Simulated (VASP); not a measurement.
# Zn12H (a cell with a defect) in VASP: a series of runs, part 2 of 2

VASP 6.6.1. Earlier steps stand in the parts before.

**3. Single point, PBE**

The input, INCAR:

```
  ALGO = Normal
  EDIFF = 1E-6
  ENCUT = 520
  GGA = PE
  ISIF = 2
  ISMEAR = 0
  LASPH = True
  LCHARG = True
  LELF = True
  LREAL = False
  LVHAR = True
  LWAVE = False
  NBANDS = 84
  NELM = 60
  PREC = Accurate
  SIGMA = 0.15
```

The input, KPOINTS:

```
k-points
0
Gamma
  4 3 3
```

The input, POSCAR:

```
Zn12H
1.0
    5.3200000000      0.0000000000      0.0000000000
   -3.9900000000      6.9108830000      0.0000000000
    0.0000000000      0.0000000000      4.9369600000
Zn H
12 1
Direct
   -0.0035644857      0.0005255479     -0.0417998120
    0.1777238783      0.2370639179      0.5259987928
   -0.0100963382      0.3433066368     -0.0228604242
    0.1587682239      0.5531461030      0.4776011959
   -0.0064688873      0.6732397293     -0.0111572709
    0.1739987498      0.8894935712      0.4736301287
    0.4887157546      0.0074936879     -0.0234233212
    0.6576055001      0.2269008172      0.4910742643
    0.4962566376      0.3407088501      0.0105210494
    0.6711484338      0.5642154555      0.4867157117
    0.4875779311      0.6675061638      0.0001458387
    0.6502212726      0.8799872607      0.5224322255
    0.9002741402      0.0627329388      1.2810354955
```

Potentials or basis: VASP PAW PBE potentials, release 64 (Zn, H).

On the command line:

```
> cat potpaw_PBE.64/Zn/POTCAR potpaw_PBE.64/H/POTCAR > POTCAR
> mpirun -np 1 vasp_std > vasp.out
```

OUTCAR:

```text
EDIFF = 1E-6
   ENCUT = 520
   GGA = PE
   ISIF = 2
   ISMEAR = 0
   LASPH = True
   LREAL = False
   NELM = 60
   PREC = Accurate

 ion  position               nearest neighbor table
   1  0.996  0.001  0.958-  13 1.82   7 2.59   5 2.61  12 2.68   2 2.69  11 2.69   9 2.70   7 2.73
                             3 2.75   6 2.87   6 3.00
   2  0.178  0.237  0.526-  13 1.88   4 2.59   8 2.60  10 2.63   1 2.69   8 2.73   3 2.74   6 2.78
                             9 2.81  12 2.83   9 2.94
   3  0.990  0.343  0.977-  11 2.62   9 2.62   5 2.62   7 2.67   9 2.71   2 2.74   1 2.75   8 2.85
                             4 2.86   4 2.87   8 2.96
   4  0.159  0.553  0.478-   2 2.59  12 2.62   8 2.64  10 2.64   6 2.64  10 2.68  11 2.80   3 2.86
                             3 2.87   5 2.89   5 2.98  11 2.99
   5  0.994  0.673  0.989-   1 2.61   3 2.62   7 2.65   9 2.65  11 2.65  11 2.67   6 2.82  10 2.87
                            10 2.89   4 2.89   6 2.95   4 2.98
   6  0.174  0.889  0.474-  12 2.58   8 2.64  10 2.64   4 2.64  12 2.76   2 2.78   5 2.82   7 2.85
                             1 2.87   7 2.88   5 2.95   1 3.00
   7  0.489  0.007  0.977-   1 2.59   9 2.64   5 2.65   3 2.67  11 2.71   1 2.73  12 2.77   8 2.84
                             6 2.85   6 2.88   8 2.96
   8  0.658  0.227  0.491-   2 2.60   6 2.64   4 2.64  10 2.66   2 2.73  12 2.75   9 2.82   7 2.84
                             3 2.85   7 2.96   3 2.96   9 2.99
   9  0.496  0.341  0.011-   3 2.62  11 2.63   7 2.64   5 2.65   1 2.70   3 2.71   2 2.81  10 2.81
                             8 2.82   2 2.94   8 2.99  10 3.01
  10  0.671  0.564  0.487-  12 2.58   2 2.63   6 2.64   4 2.64   8 2.66   4 2.68   9 2.81  11 2.87
                             5 2.87   5 2.89  11 2.98   9 3.01
  11  0.488  0.668  0.000-   3 2.62   9 2.63   5 2.65   5 2.67   1 2.69   7 2.71  12 2.78   4 2.80
                            10 2.87  12 2.97  10 2.98   4 2.99
  12  0.650  0.880  0.522-  13 1.84  10 2.58   6 2.58   4 2.62   1 2.68   8 2.75   6 2.76   7 2.77
                            11 2.78   2 2.83  11 2.97
  13  0.900  0.063  0.281-   1 1.82  12 1.84   2 1.88

  LATTYP: Found a simple monoclinic cell.
 ALAT       =     5.3200000000
 B/A-ratio  =     0.9280000000
[... 187 lines left out ...]
   NGX = 19   NGY = 29   NGZ = 19

 number of electron     145.0000013 magnetization

 Free energy of the ion-electron system (eV)
  ---------------------------------------------------
  ext. energy  EPLUGINS =         0.00000000
  ---------------------------------------------------
  free energy    TOTEN  =       -15.60658627 eV

  energy without entropy =      -15.56827881  energy(sigma->0) =      -15.58743254

 E-fermi :   3.3759     XC(G=0): -11.6474

 val. band max:        3.3717741156   @ k =   0.2500   0.3333   0.0000
 cond. band min:       3.3769376326   @ k =   0.5000   0.0000   0.3333
 fundamental gap:      0.0051635170
 Fermi energy:         3.3758968275

 k-point     1 :       0.0000    0.0000    0.0000
  band No.  band energies     occupation
      1      -7.5576      2.00000
      2      -5.5853      2.00000
      3      -5.3971      2.00000
      4      -5.2339      2.00000
      5      -5.1905      2.00000
      6      -5.1552      2.00000
[... 1642 lines left out ...]
     83       8.9319      0.00000
     84       9.2076      0.00000

------------------------ aborting loop because EDIFF is reached ----------------------------------------

  FORCE on cell =-STRESS in cart. coord.  units (eV):
  Direction    XX          YY          ZZ          XY          YZ          ZX
  --------------------------------------------------------------------------------------
  -------------------------------------------------------------------------------------
  Total        6.1476471      0.5308748      3.4095533     -1.1986989     -0.1507902      0.5379255
  in kB       54.2643655      4.6859531     30.0956198    -10.5807371     -1.3310030      4.7481880
  external PRESSURE =      29.6819795 kB  Pullay stress =       0.0000000 kB

 VOLUME and BASIS-vectors are now :
 -----------------------------------------------------------------------------
  energy-cutoff  :      520.00
  volume of cell :      181.51
      direct lattice vectors                 reciprocal lattice vectors
     5.320000000  0.000000000  0.000000000     0.187969925  0.108524482  0.000000000
    -3.990000000  6.910883000  0.000000000     0.000000000  0.144699310  0.000000000
     0.000000000  0.000000000  4.936960000     0.000000000  0.000000000  0.202553798

 POSITION                                       TOTAL-FORCE (eV/Angst)
 -----------------------------------------------------------------------------------
      5.29894      0.00363      4.73060        -0.006643      0.003913     -0.016176
     -0.00039      1.63832      2.59684        -0.003435      0.007414     -0.004834
      3.89649      2.37255      4.82410        -0.011406     -0.000991     -0.013979
     -1.36241      3.82273      2.35790        -0.006391     -0.003248     -0.004209
      2.59936      4.65268      4.88188        -0.006581      0.008871      0.000440
     -2.62341      6.14719      2.33829         0.000312     -0.001220      0.005007
      2.57007      0.05179      4.82132        -0.001332      0.011836      0.004839
      2.59313      1.56809      2.42441        -0.005079     -0.003310     -0.027603
      1.28066      2.35460      0.05194        -0.008736      0.005034     -0.007759
      1.31929      3.89923      2.40290        -0.004659      0.002011     -0.002693
     -0.06944      4.61306      0.00072        -0.011409      0.006358      0.003008
     -0.05197      6.08149      2.57923        -0.010466     -0.007669      0.001368
      4.53915      0.43354      1.38746         0.075823     -0.029000      0.062592
 -----------------------------------------------------------------------------------
    total drift:                               -0.000048     -0.000781     -0.000800

  FREE ENERGIE OF THE ION-ELECTRON SYSTEM (eV)
  ---------------------------------------------------
  free  energy   TOTEN  =       -15.6065862662 eV

  energy  without entropy=      -15.5682788148  energy(sigma->0) =      -15.58743254
```

Run time: 13 min. Hardware: 1 thread of AMD EPYC 7R13, shared host; peak memory 0.38 GiB.

What came out:

* Free energy: -15.6066 eV
* Pressure: 3.0 GPa
* Largest force: 0.103 eV/Å

Forces on the atoms (eV/Å):
```
Zn  -0.007  0.004 -0.016
Zn  -0.003  0.007 -0.005
Zn  -0.011 -0.001 -0.014
Zn  -0.006 -0.003 -0.004
Zn  -0.007  0.009  0.000
Zn   0.000 -0.001  0.005
Zn  -0.001  0.012  0.005
Zn  -0.005 -0.003 -0.028
Zn  -0.009  0.005 -0.008
Zn  -0.005  0.002 -0.003
Zn  -0.011  0.006  0.003
Zn  -0.010 -0.008  0.001
H    0.076 -0.029  0.063
```

Caveat: the k points lie up to 0.42 Å⁻¹ apart.

**4. Single point, PBE**

The input, INCAR:

```
PREC = Accurate ; ENCUT = 520
EDIFF = 1E-6 ; ISMEAR = 0
SIGMA = 0.15 ; LREAL = F
LASPH = T ; NELM = 80
ALGO = Normal ; ISIF = 2
LWAVE = F ; LCHARG = F
GGA = PE ; NBANDS = 84
```

The input, KPOINTS:

```
Automatic mesh
0
Gamma
  4 3 3
```

The input, POSCAR:

```
Zn12H
1.0
    5.3200000000      0.0000000000      0.0000000000
   -3.9900000000      6.9108830000      0.0000000000
    0.0000000000      0.0000000000      4.9369600000
Zn H
12 1
Direct
   -0.0106587687      0.0082223936     -0.0333421782
    0.1736532780      0.2506600097      0.5175330568
   -0.0137919202      0.3428127780     -0.0059943771
    0.1483438890      0.5589958620      0.4840677259
   -0.0126885431      0.6741543736     -0.0176880104
    0.1645432090      0.8902568601      0.4911212568
    0.4876060467      0.0093594408     -0.0027213103
    0.6560595020      0.2298262031      0.4836087390
    0.4910462404      0.3441466163     -0.0078465290
    0.6610632338      0.5661324320      0.4760127690
    0.4832421013      0.6716102704     -0.0043709084
    0.6318495131      0.8850582480      0.5231302259
    0.9830888816      0.0148147494      1.3483301465
```

Potentials or basis: VASP PAW PBE potentials, release 64 (Zn, H).

On the command line:

```
> cat potpaw_PBE.64/Zn/POTCAR potpaw_PBE.64/H/POTCAR > POTCAR
> mpirun -np 1 vasp_std > vasp.out
```

OUTCAR:

```text
PREC = Accurate
   ENCUT = 520
   EDIFF = 1E-6
   ISMEAR = 0
   LREAL = F
   LASPH = T
   NELM = 80
   ISIF = 2
   GGA = PE

 ion  position               nearest neighbor table
   1  0.989  0.008  0.967-  13 1.89   7 2.65   5 2.66   9 2.68   7 2.68   3 2.68  11 2.69  12 2.74
                             2 2.78   6 2.85
   2  0.174  0.251  0.518-  13 1.83   4 2.54  10 2.56   8 2.66   8 2.68   9 2.76   1 2.78   3 2.79
                             6 2.86  12 2.90   9 2.98   3 2.99
[... 1895 lines left out ...]
 -----------------------------------------------------------------------------
  energy-cutoff  :      520.00
  volume of cell :      181.51
      direct lattice vectors                 reciprocal lattice vectors
     5.320000000  0.000000000  0.000000000     0.187969925  0.108524482  0.000000000
    -3.990000000  6.910883000  0.000000000     0.000000000  0.144699310  0.000000000
     0.000000000  0.000000000  4.936960000     0.000000000  0.000000000  0.202553798

 POSITION                                       TOTAL-FORCE (eV/Angst)
 -----------------------------------------------------------------------------------
      5.23049      0.05682      4.77235         0.002950      0.000615     -0.003870
     -0.07630      1.73228      2.55504         0.005138      0.000913      0.001101
      3.87880      2.36914      4.90737        -0.004103     -0.000511     -0.000532
     -1.44120      3.86315      2.38982         0.002144     -0.000623     -0.000278
      2.56262      4.65900      4.84964        -0.001137      0.004069      0.004706
     -2.67675      6.15246      2.42465         0.007839      0.000303      0.005107
      2.55672      0.06468      4.92352        -0.005765      0.003028      0.002205
      2.57323      1.58830      2.38756        -0.000227     -0.002622      0.000349
      1.23922      2.37836      4.89822         0.000075     -0.004176     -0.001068
      1.25799      3.91248      2.35006         0.002939     -0.005289      0.002750
     -0.10888      4.64142      4.91538        -0.003159      0.004924      0.000822
     -0.16994      6.11653      2.58267        -0.006498     -0.001455     -0.000542
      5.17092      0.10238      1.71969        -0.000196      0.000823     -0.010749
 -----------------------------------------------------------------------------------
    total drift:                               -0.000322     -0.000065      0.001240

  FREE ENERGIE OF THE ION-ELECTRON SYSTEM (eV)
  ---------------------------------------------------
  free  energy   TOTEN  =       -15.7038373181 eV

  energy  without entropy=      -15.6607101804  energy(sigma->0) =      -15.68227375
```

It took 4.6 min on 1 thread of Intel Xeon Platinum 8488C (Sapphire Rapids), shared host; peak memory 0.39 GiB.

Results:

```yaml
Free_energy: -15.7038 eV
Pressure: 3.0 GPa
Largest_force: 0.011 eV/Å
```

Forces in eV/Å, atoms in the order of the input:
```
Zn   0.003  0.001 -0.004
Zn   0.005  0.001  0.001
Zn  -0.004 -0.001 -0.001
Zn   0.002 -0.001  0.000
Zn  -0.001  0.004  0.005
Zn   0.008  0.000  0.005
Zn  -0.006  0.003  0.002
Zn   0.000 -0.003  0.000
Zn   0.000 -0.004 -0.001
Zn   0.003 -0.005  0.003
Zn  -0.003  0.005  0.001
Zn  -0.006 -0.001 -0.001
H    0.000  0.001 -0.011
```

Caveat: the k points lie up to 0.42 Å⁻¹ apart.

**5. Single point, PBE**

The input, INCAR:

```
SYSTEM = Zn12H
  PREC = Accurate
  ENCUT = 520
  EDIFF = 1E-6
  ISMEAR = 0
  SIGMA = 0.15
  LREAL = .FALSE.
  LASPH = .TRUE.
  NELM = 60
  ALGO = Normal
  ISIF = 2
  LWAVE = .FALSE.
  LCHARG = .FALSE.
  GGA = PE
  NBANDS = 84
```

The input, KPOINTS:

```
regular mesh
0
G
  4 3 3
  0 0 0
```

The input, POSCAR:

```
Zn12H
1.0
    5.3200000000      0.0000000000      0.0000000000
   -3.9900000000      6.9108830000      0.0000000000
    0.0000000000      0.0000000000      4.9369600000
Zn H
12 1
Direct
    0.0118968645     -0.0077871381     -0.0134451160
    0.1794312968      0.2137708018      0.4995841571
    0.0360775742      0.3362395225      0.0217548856
    0.1840212663      0.5515413877      0.4932059405
    0.0084065598      0.6565350622     -0.0243080762
    0.1749360571      0.8793748932      0.4908463913
    0.4960271162     -0.0277803864      0.0197323859
    0.6782833521      0.2150642689      0.4680906874
    0.5037670377      0.3320911380     -0.0054191243
    0.6800446290      0.5489163975      0.4833245560
    0.5195480215      0.6627103946     -0.0168982532
    0.6797955681      0.8796687775      0.4971411557
    0.6839463743      0.2073284991      0.8466704207
```

On the command line:

```
> cat potpaw_PBE.64/Zn/POTCAR potpaw_PBE.64/H/POTCAR > POTCAR
> mpirun -np 1 vasp_std > vasp.out
```

Run time: 4.2 min. Hardware: 1 thread of AMD EPYC 7R13 (Zen 3), shared host; peak memory 0.38 GiB.

It converged, with:

| Item | Value |
| --- | --- |
| Free energy | -15.7028 eV |
| Pressure | 3.0 GPa |
| Largest force | 0.034 eV/Å |

Forces on the atoms (eV/Å):
```
Zn   0.013 -0.002 -0.012
Zn   0.009 -0.003  0.005
Zn  -0.023  0.015  0.006
Zn  -0.001 -0.007  0.008
Zn  -0.016 -0.002 -0.001
Zn   0.029 -0.011  0.014
Zn  -0.020 -0.011  0.000
Zn  -0.001 -0.004 -0.034
Zn   0.018 -0.002  0.001
Zn   0.004 -0.007  0.005
Zn  -0.006  0.013  0.005
Zn   0.006  0.014 -0.007
H   -0.011  0.008  0.010
```

Stress tensor (GPa, compression positive):
```
 4.50 -0.84 -0.27
-0.84  1.65  0.11
-0.27  0.11  2.94
```

Levels at points of the mesh, in eV from the Fermi level:
```
           k point  band 68  band 69  band 70  band 71  band 72  band 73  band 74  band 75  band 76  band 77
(0.00, 0.00, 0.00)    -3.17    -2.60    -1.33    -0.97    -0.46     0.08     0.27     0.37     1.56     1.65
(0.50, 0.00, 0.00)    -2.07    -1.89    -1.51    -1.42    -1.39    -0.75    -0.55    -0.15    -0.05     2.18
```

Caveat: the k points lie up to 0.42 Å⁻¹ apart.

**6. Single point, PBE**

The input, INCAR:

```
ALGO = Normal ; EDIFF = 1E-6
ENCUT = 520 ; GGA = PE
ISIF = 2 ; ISMEAR = 0
LASPH = True ; LCHARG = False
LREAL = False ; LWAVE = False
NBANDS = 84 ; NELM = 60
PREC = Accurate ; SIGMA = 0.15
```

The input, KPOINTS:

```
k-points
0
Gamma
  4 3 3
```

The input, POSCAR:

```
Zn12H
1.0
    5.3200000000      0.0000000000      0.0000000000
   -3.9900000000      6.9108830000      0.0000000000
    0.0000000000      0.0000000000      4.9369600000
Zn H
12 1
Direct
    0.0124803403     -0.0033655612     -0.0196428571
    0.1789629122      0.2095761135      0.4810207091
    0.0504920339      0.3463505315      0.0239205908
    0.1817893393      0.5470837808      0.5018472906
    0.0027874303      0.6546591803     -0.0215567880
    0.1799152680      0.8787424125      0.4900576468
    0.4822351210     -0.0391774828      0.0034124238
    0.6806812159      0.2108629245      0.4890758686
    0.4999856968      0.3398681471     -0.0567478772
    0.6832719592      0.5471876749      0.4696817475
    0.5267825281      0.6675173057     -0.0086002317
    0.6811397343      0.8793048587      0.4935593969
    0.6768538817      0.2087931455      0.9961794303
```

Potentials or basis: VASP PAW PBE potentials, release 64 (Zn, H).

On the command line:

```
> cat potpaw_PBE.64/Zn/POTCAR potpaw_PBE.64/H/POTCAR > POTCAR
> mpirun -np 1 vasp_std > vasp.out
```

It took 4.2 min on 1 thread of AMD EPYC 7R13 (Zen 3), shared host; peak memory 0.38 GiB.

Results (log left out):

```
Free energy   : -15.6263 eV
Pressure      : 3.8 GPa
Largest force : 0.010 eV/Å
```

Forces in eV/Å, atoms in the order of the input:
```
Zn   0.000  0.000  0.005
Zn   0.002  0.002 -0.003
Zn   0.002  0.001  0.009
Zn   0.002  0.000  0.004
Zn   0.001  0.003 -0.006
Zn  -0.001 -0.001 -0.002
Zn   0.004 -0.004 -0.002
Zn   0.000  0.001 -0.004
Zn  -0.009  0.003 -0.003
Zn  -0.001 -0.003 -0.002
Zn  -0.001 -0.002  0.003
Zn   0.000  0.000 -0.001
H    0.001  0.001  0.002
```

Stress tensor (GPa, compression positive):
```
 5.36 -1.38 -0.03
-1.38  3.13  0.05
-0.03  0.05  2.89
```

Levels at points of the mesh, in eV from the Fermi level:
```tsv
k point	band 69	band 70	band 71	band 72	band 73	band 74	band 75	band 76
(0.00, 0.00, 0.00)	-2.64	-1.62	-1.03	-0.05	0.07	0.20	0.36	1.53
(0.50, 0.00, 0.00)	-1.72	-1.59	-1.45	-1.37	-0.60	-0.48	-0.20	-0.12
```

Caveat: the k points lie up to 0.42 Å⁻¹ apart.
